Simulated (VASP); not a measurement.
A run of VASP 6.6.1 is set up as follows.

File INCAR:

```
PREC = Accurate
ENCUT = 520
EDIFF = 1E-6
ISMEAR = 0
SIGMA = 0.02
LREAL = False
LASPH = True
NELM = 80
ALGO = Normal
ISIF = 2
LWAVE = False
LCHARG = True
GGA = PE
LELF = True
LVHAR = True
NBANDS = 72
```

File KPOINTS:

```
regular mesh
0
Gamma
  6 6 2
```

POSCAR

```
Te2Pb3Se
1.0
    2.2483404864     -6.4906550948      0.0000000000
    2.2483404864      6.4906550948      0.0000000000
    0.0000000000      0.0000000000     13.9779080744
Te Pb Se
4 6 2
Direct
    0.8729665917      0.1270334083      0.9208351669
    0.8729665917      0.1270334083      0.5791648331
    0.1270334083      0.8729665917      0.0791648331
    0.1270334083      0.8729665917      0.4208351669
    0.6376658723      0.3623341277      0.9074888189
    0.6408253103      0.3591746897      0.2500000000
    0.6376658723      0.3623341277      0.5925111811
    0.3591746897      0.6408253103      0.7500000000
    0.3623341277      0.6376658723      0.0925111811
    0.3623341277      0.6376658723      0.4074888189
    0.8584355833      0.1415644167      0.2500000000
    0.1415644167      0.8584355833      0.7500000000
```

Potentials or basis: VASP PAW PBE potentials, release 64 (Te, Pb_d, Se).

Launch:

```console
$ cat potpaw_PBE.64/Te/POTCAR potpaw_PBE.64/Pb_d/POTCAR potpaw_PBE.64/Se/POTCAR > POTCAR
$ mpirun -np 1 vasp_std > vasp.out
```

(1) Predict the band gap on the k mesh.

(2) Predict the largest force.

(3) What does it give for the pressure?

Answers

(1) 0.93 eV (least direct gap 1.23 eV).

(2) 0.011 eV/Å.

(3) 0.0 GPa.

Caveat: spin-orbit coupling is left out, which moves the levels of the heavy elements.
